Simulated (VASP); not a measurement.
# Pt (Cmcm) in VASP: notebook

The runs below take Pt through single point, with PBE.

Everything below comes from runs of VASP 6.6.1. Logs are shortened: lines on timing, memory, paths and dates and some standing lists are left out, and cuts for length are marked.

### Step 1. The cell of the first run

Symmetry: Cmcm, No. 63, orthorhombic system. The conventional cell has a = 2.621 Å, b = 5.256 Å, c = 4.781 Å, α = 90.00°, β = 90.00°, γ = 90.00°. Pt (site symmetry m2m) has 12 Pt at 2.62 to 2.96 Å within 3.5 Å.

### Step 2. Single point, PBE (normal strain along x -0.0500, normal strain along y +0.1000)

INCAR

```
SYSTEM = Pt
PREC = Accurate ; ENCUT = 520
EDIFF = 1E-6 ; ISMEAR = 0
SIGMA = 0.15 ; LREAL = .False.
LASPH = .True. ; NELM = 60
ALGO = Fast ; ISIF = 2
LWAVE = .False. ; LCHARG = .True.
GGA = PE ; LELF = .True.
LVHAR = .True. ; NBANDS = 17
```

KPOINTS

```
Automatic mesh
0
Gamma
  18 18 10
  0 0 0
```

POSCAR

```
Pt
1.0
    2.6206126340      0.0000000000      0.0000000000
   -1.3103063170      2.6278619220      0.0000000000
    0.0000000000      0.0000000000      4.7813829983
Pt
2
Direct
    0.6666666667      0.3333333333      0.7500000000
    0.3333333333      0.6666666667      0.2500000000
```

Potentials or basis: VASP PAW PBE potentials, release 64 (Pt).

The run is started by

```bash
cat potpaw_PBE.64/Pt/POTCAR > POTCAR
mpirun -np 1 vasp_std > vasp.out
```

OUTCAR:

```text
SYSTEM = Pt
   PREC = Accurate
   ENCUT = 520
   EDIFF = 1E-6
   ISMEAR = 0
   LREAL = .False.
   LASPH = .True.
   NELM = 60
   ISIF = 2
   GGA = PE

 ion  position               nearest neighbor table
   1  0.667  0.333  0.750-   2 2.86   2 2.86   2 2.86   2 2.86   2 2.96   2 2.96
   2  0.333  0.667  0.250-   1 2.86   1 2.86   1 2.86   1 2.86   1 2.96   1 2.96

  LATTYP: Found a base centered orthorhombic cell.
 ALAT       =     2.6206126340
 B/A-ratio  =     2.0055325140
 C/A-ratio  =     1.8245287137

  Lattice vectors:

 A1 = (   1.3103063170,  -2.6278619220,   0.0000000000)
 A2 = (   1.3103063170,   2.6278619220,   0.0000000000)
 A3 = (   0.0000000000,   0.0000000000,   4.7813829983)

Analysis of symmetry for initial positions (statically):
=====================================================================
 Subroutine PRICEL returns:
 Original cell was already a primitive cell.

 Routine SETGRP: Setting up the symmetry group for a
 base centered orthorhombic supercell.

 Subroutine GETGRP returns: Found  8 space group operations
 (whereof  4 operations were pure point group operations)
 out of a pool of  8 trial point group operations.

The static configuration has the point symmetry C_2h.
 The point group associated with its full space group is D_2h.

Analysis of symmetry for dynamics (positions and initial velocities):
=====================================================================
 Subroutine PRICEL returns:
 Original cell was already a primitive cell.

 Routine SETGRP: Setting up the symmetry group for a
 base centered orthorhombic supercell.

 Subroutine GETGRP returns: Found  8 space group operations
 (whereof  4 operations were pure point group operations)
 out of a pool of  8 trial point group operations.

The dynamic configuration has the point symmetry C_2h.
 The point group associated with its full space group is D_2h.

 Subroutine INISYM returns: Found  8 space group operations
 (whereof  4 operations are pure point group operations),
 and found     1 'primitive' translations

----------------------------------------------------------------------------------------

                                     Primitive cell

  volume of cell :      32.9275

  direct lattice vectors                    reciprocal lattice vectors
     2.620612634  0.000000000  0.000000000     0.381590162  0.190268749  0.000000000
    -1.310306317  2.627861922  0.000000000     0.000000000  0.380537498  0.000000000
     0.000000000  0.000000000  4.781382998     0.000000000  0.000000000  0.209144509

  length of vectors
     2.620612634  2.936419746  4.781382998     0.426395648  0.380537498  0.209144509
[... 78 lines left out ...]
   LASPH  =      T    aspherical Exc in radial PAW
   ENCUT  =  520.0 eV  38.22 Ry    6.18 a.u.   4.87  5.46  8.89*2*pi/ulx,y,z
   NELM   =     60;   NELMIN=  2; NELMDL= -5     # of ELM steps
   EDIFF  = 0.1E-05   stopping-criterion for ELM
   LREAL  =      F    real-space projection
   EDIFFG = 0.1E-04   stopping-criterion for IOM
   NSW    =      0    number of steps for IOM
   IBRION =     -1    ionic relax: 0-MD 1-quasi-New 2-CG
   NFREE  =      0    steps in history (QN), initial steepest desc. (CG)
   ISIF   =      2    stress and relaxation
   ISYM   =      2    0-nonsym 1-usesym 2-fastsym
   POTIM  = 0.5000    time-step for ionic-motion
   TEBEG  =    0.0;   TEEND  =   0.0 temperature during run
   PSTRESS=    0.0 pullay stress
   NELECT =      20.0000    total number of electrons
   NUPDOWN=      -1.0000    fix difference up-down
   EMIN   =  10.00;   EMAX   =-10.00  energy-range for DOS
   EFERMI =   0.00;   METHOD = LEGACY
   ISMEAR =     0;   SIGMA  =   0.15  broadening in eV -4-tet -1-fermi 0-gaus
   EFERMI_NEDOS =   21; number of points for ismear=-14 and -15
   IALGO  =     68    algorithm
   IMIX   =      4    mixing-type and parameters
     AMIX     =   0.40;   BMIX     =  1.00
     AMIX_MAG =   1.60;   BMIX_MAG =  1.00
  volume/ion in A,a.u.               =      16.46       111.10
  Fermi-wavevector in a.u.,A,eV,Ry     =   1.386432  2.619976 26.153027  1.922193
  Thomas-Fermi vector in A             =   2.510748
   LORBIT       =      0    0 simple, 1 ext, 2 COOP (PROOUT), +10 PAW based schemes
   GGA     = PE    functional components
   LHFCALC =     F    Hartree Fock is set to
   AEXX    =    0.0000 exact exchange contribution
   IVDW    =     0    specifies the selected vdW correction
   LEPSILON=     F    determine dielectric tensor
   LRPA    =     F    only Hartree local field effects (RPA)
 non-spin polarized calculation
 RMM-DIIS sequential band-by-band and
 Gauss-broadening in eV      SIGMA  =   0.15
  energy-cutoff  :      520.00
  volume of cell :       32.93
 maximum number of plane-waves:       907
   NGX =  9   NGY = 11   NGZ = 17

 number of electron      20.0000002 magnetization

 Free energy of the ion-electron system (eV)
  ---------------------------------------------------
  ext. energy  EPLUGINS =         0.00000000
  ---------------------------------------------------
  free energy    TOTEN  =       -11.85533456 eV

  energy without entropy =      -11.81005340  energy(sigma->0) =      -11.83269398

 E-fermi :   9.6116     XC(G=0): -12.9496

 val. band max:        9.6116122837   @ k =   0.0000   0.1111   0.3000
 cond. band min:       9.6122330870   @ k =   0.0556   0.3333   0.4000
 fundamental gap:      0.0006208032
 Fermi energy:         9.6116232725

 k-point     1 :       0.0000    0.0000    0.0000
  band No.  band energies     occupation
      1       0.3822      2.00000
      2       2.9980      2.00000
      3       5.4179      2.00000
      4       5.5381      2.00000
      5       6.3289      2.00000
      6       7.5014      2.00000
[... 457 lines left out ...]
      4       5.8972      2.00000
      5       6.5245      2.00000
      6       6.5673      2.00000
[... 9 lines left out ...]
     16      25.7167      0.00000
     17      27.8168      0.00000

 [... further k-points ...]
[... 5 lines left out ...]
  --------------------------------------------------------------------------------------
  -------------------------------------------------------------------------------------
  Total        2.0672629     -3.5942222     -2.0724821      0.0000000     -0.0000000      0.0000000
  in kB      100.5882801   -174.8866271   -100.8422358      0.0000000     -0.0000000      0.0000000
  external PRESSURE =     -58.3801943 kB  Pullay stress =       0.0000000 kB

 VOLUME and BASIS-vectors are now :
 -----------------------------------------------------------------------------
  energy-cutoff  :      520.00
  volume of cell :       32.93
      direct lattice vectors                 reciprocal lattice vectors
     2.620612634  0.000000000  0.000000000     0.381590162  0.190268749  0.000000000
    -1.310306317  2.627861922  0.000000000     0.000000000  0.380537498  0.000000000
     0.000000000  0.000000000  4.781382998     0.000000000  0.000000000  0.209144509

 POSITION                                       TOTAL-FORCE (eV/Angst)
 -----------------------------------------------------------------------------------
      1.31031      0.87595      3.58604         0.000000     -0.030143     -0.000000
     -0.00000      1.75191      1.19535         0.000000      0.030143      0.000000
 -----------------------------------------------------------------------------------
    total drift:                               -0.000000      0.000000     -0.000000

  FREE ENERGIE OF THE ION-ELECTRON SYSTEM (eV)
  ---------------------------------------------------
  free  energy   TOTEN  =       -11.8553345622 eV

  energy  without entropy=      -11.8100534004  energy(sigma->0) =      -11.83269398
```

It took 5.8 min on 1 thread of Intel Xeon 8259CL, shared host; peak memory 0.35 GiB.

Results:

```
Free energy            : -11.8553 eV
Pressure               : -5.8 GPa
Largest force          : 0.030 eV/Å
Band gap on the k mesh : zero (bands 10 and 11 overlap by 1.28 eV)
```

Forces in eV/Å, atoms in the order of the input:
```
Pt   0.000 -0.030  0.000
Pt   0.000  0.030  0.000
```

Caveat: the cell differs from its parent crystal (normal strain along x -0.0500, normal strain along y +0.1000); the stress differs along the axes, from -17 to 10 GPa; spin-orbit coupling is left out, which moves the levels of the heavy elements.

### Step 3. Single point, PBE (normal strain along x +0.1000, normal strain along y -0.0500)

INCAR

```
SYSTEM = Pt
ALGO = Fast
EDIFF = 1E-7
ENCUT = 520
GGA = PE
ISIF = 2
ISMEAR = 0
LASPH = .TRUE.
LCHARG = .FALSE.
LREAL = .FALSE.
LWAVE = .FALSE.
NBANDS = 17
NELM = 60
PREC = Accurate
SIGMA = 0.15
```

KPOINTS

```
k-points
0
G
  18 18 10
  0 0 0
```

POSCAR

```
Pt
1.0
    3.0343935762      0.0000000000      0.0000000000
   -1.5171967881      2.2695171145      0.0000000000
    0.0000000000      0.0000000000      4.7813829983
Pt
2
Direct
    0.6666666667      0.3333333333      0.7500000000
    0.3333333333      0.6666666667      0.2500000000
```

Potentials or basis: VASP PAW PBE potentials, release 64 (Pt).

The run is started by

```bash
cat potpaw_PBE.64/Pt/POTCAR > POTCAR
mpirun -np 1 vasp_std > vasp.out
```

Run time: 5.3 min. Hardware: 1 thread of Intel Xeon 8259CL, shared host; peak memory 0.36 GiB.

The run converged. Its results:

* Free energy: -11.9453 eV
* Pressure: -7.3 GPa
* Largest force: 0.114 eV/Å
* Band gap on the k mesh: zero (bands 10 and 11 overlap by 1.57 eV)

Forces on the atoms (eV/Å):
```
Pt   0.000  0.114  0.000
Pt   0.000 -0.114  0.000
```

Stress tensor (GPa, compression positive):
```
-10.65   0.00   0.00
  0.00  -0.19   0.00
  0.00   0.00 -11.06
```

Levels at points of the mesh, in eV from the Fermi level:
```csv
k point,band 8,band 9,band 10,band 11,band 12,band 13
"(0.00, 0.00, 0.00)",-1.66,-1.60,-0.34,-0.33,-0.04,4.72
"(0.50, 0.00, 0.00)",-0.22,-0.01,0.19,2.15,3.42,6.82
"(0.00, 0.50, 0.00)",-0.16,0.65,0.85,2.80,4.53,8.48
"(0.00, 0.00, 0.50)",-2.07,-0.90,-0.90,-0.45,-0.45,12.17
"(0.50, 0.00, 0.50)",-0.87,0.00,0.00,1.59,1.59,5.70
"(0.00, 0.50, 0.50)",-0.54,0.76,0.76,2.55,2.55,7.51
```

Caveat: the cell differs from its parent crystal (normal strain along x +0.1000, normal strain along y -0.0500); the stress differs along the axes, from -11 to -0 GPa; spin-orbit coupling is left out, which moves the levels of the heavy elements.
